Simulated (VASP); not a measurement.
Set up this calculation in VASP 6.6.1, as the native input.

* Task: single point
* Functional: PBEsol
* Potentials or basis: VASP PAW PBE potentials, release 64 (Sn_d, Te)
* Cutoff: 520 eV
* k mesh: 8 × 8 × 8
* Occupations: gaussian, width 0.05 eV
* Spin: no spin polarisation
* Dipole correction: no
* Further INCAR settings: ALGO = Normal; EDIFF = 1e-06; NBANDS = 17

The structure of SnTe lies in POSCAR:

```
SnTe
1.0
    0.0000000000      3.1015963054      3.1015963054
    3.1015963054      0.0000000000      3.1015963054
    3.1015963054      3.1015963054      0.0000000000
Sn Te
1 1
Direct
    0.5000000000      0.5000000000      0.5000000000
    0.0000000000      0.0000000000      0.0000000000
```

This cell differs from its parent crystal: volume scaled by 0.960.

The input as run:

INCAR

```
SYSTEM = SnTe
PREC = Accurate
ENCUT = 520
EDIFF = 1E-6
ISMEAR = 0
SIGMA = 0.05
LREAL = .FALSE.
LASPH = .TRUE.
NELM = 60
ALGO = Normal
ISIF = 2
LWAVE = .FALSE.
LCHARG = .TRUE.
GGA = PS
LELF = .TRUE.
LVHAR = .TRUE.
NBANDS = 17
```

KPOINTS

```
Automatic mesh
0
G
  8 8 8
  0 0 0
```

Potentials or basis: VASP PAW PBE potentials, release 64 (Sn_d, Te).

Launch:

```sh
$ cat potpaw_PBE.64/Sn_d/POTCAR potpaw_PBE.64/Te/POTCAR > POTCAR
$ mpirun -np 1 vasp_std > vasp.out
```

It gave:

```
Pressure               : 2.1 GPa
Band gap on the k mesh : 0.29 eV, direct
```

Caveat: the PAW data sets were made with another functional, which shifts forces and pressure a little; spin-orbit coupling is left out, which moves the levels of the heavy elements.

Run time: 18 s on 1 thread of Intel(R) Xeon(R) 6975P-C (Granite Rapids), on a shared host, peak memory 0.2 GiB.
